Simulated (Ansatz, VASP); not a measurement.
**Two plane-wave programs on CoO**

```xyz
2
Lattice="1.5055 0.8692 2.4399 -1.5055 0.8692 2.4399 0.0000 -1.7384 2.4399" Properties=species:S:1:pos:R:3 pbc="T T T"
O     0.0000    0.0000    3.6599
Co    0.0000    0.0000    0.0000
```

Alike in both runs: task single point; functional LDA; k mesh 11 × 11 × 11; occupations gaussian, width 0.05 eV; collinear spin.

|  | VASP | Ansatz |
| --- | --- | --- |
| version | VASP 6.6.1 | Ansatz 0.2.0 |
| potentials or method | VASP PAW LDA potentials, release 64 (O, Co) | Ansatz PAW |
| plane-wave cutoff (eV) | 520 | 420 |
| valence electrons in the cell | 15 | 23 |

Ansatz gave:

```
gap on the k mesh at the Fermi level (eV)                     : none
pressure (GPa)                                                : -18.1
traceless stress, the component that is largest in VASP (GPa) : -0.18
net moment per atom (μB)                                      : 1.43
size of the moment on the site where the two differ most (μB) : 0.33
```

**Question.** What did VASP give for the same quantities?

**Answer.** gap on the k mesh at the Fermi level (eV): none; pressure (GPa): -19.0; traceless stress, the component that is largest in VASP (GPa): -0.13; net moment per atom (μB): 1.39; size of the moment on the site where the two differ most (μB): 0.30.

LDA's correlation is that of Perdew and Zunger in VASP and of Perdew and Wang (1992) in Ansatz. Site moments also hang on the region over which each program counts them. A gap of «none» marks a metal or a gap that the smearing closes. VASP's potentials hold 15 valence electrons a cell and Ansatz's 23, so a difference there can come from the potentials and not from the codes.
